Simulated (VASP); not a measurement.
Wanted: the native input for a VASP 6.6.1 run.

| Property | Result |
| --- | --- |
| Task | single point |
| Functional | PBEsol |
| Potentials or basis | VASP PAW PBE potentials, release 64 (Be, Te) |
| Cutoff | 520 eV |
| k mesh | 8 × 8 × 8 |
| Occupations | gaussian, width 0.01 eV |
| Spin | no spin polarisation |
| Dipole correction | no |
| Further INCAR settings | ALGO = Normal; EDIFF = 1e-07; NBANDS = 11 |

The structure of BeTe lies in POSCAR:

```
BeTe
1.0
    2.8308035945      2.8308035945      0.0000000000
   -2.8308035945      2.8308035945      0.0000000000
    0.0000000000      2.8308035945      2.7792769537
Be Te
1 1
Direct
    0.0000000000      0.0000000000      0.0000000000
    0.7500000000      0.2500000000      0.5000000000
```

This cell differs from its parent crystal: in-plane strain +0.01, then relaxed in part.

One way to write it, as run:

INCAR

```
ALGO = Normal
EDIFF = 1E-7
ENCUT = 520
GGA = PS
ISIF = 2
ISMEAR = 0
LASPH = T
LCHARG = F
LREAL = F
LWAVE = F
NBANDS = 11
NELM = 100
PREC = Accurate
SIGMA = 0.01
```

KPOINTS

```
k-points
0
Gamma
  8 8 8
```

Potentials or basis: VASP PAW PBE potentials, release 64 (Be, Te).

The run is started by

```console
$ cat potpaw_PBE.64/Be/POTCAR potpaw_PBE.64/Te/POTCAR > POTCAR
$ mpirun -np 1 vasp_std > vasp.out
```

Results of the run:

* Pressure: -0.5 GPa
* Band gap on the k mesh: 1.70 eV, indirect (least direct gap 3.51 eV)

Caveat: the cell differs from its parent crystal (in-plane strain +0.01, then relaxed in part); the PAW data sets were made with another functional, which shifts forces and pressure a little; spin-orbit coupling is left out, which moves the levels of the heavy elements.

Run time: 48 s on 1 thread of AMD EPYC 7R13 Processor (Zen 3) (shared host), peak memory 0.15 GiB.
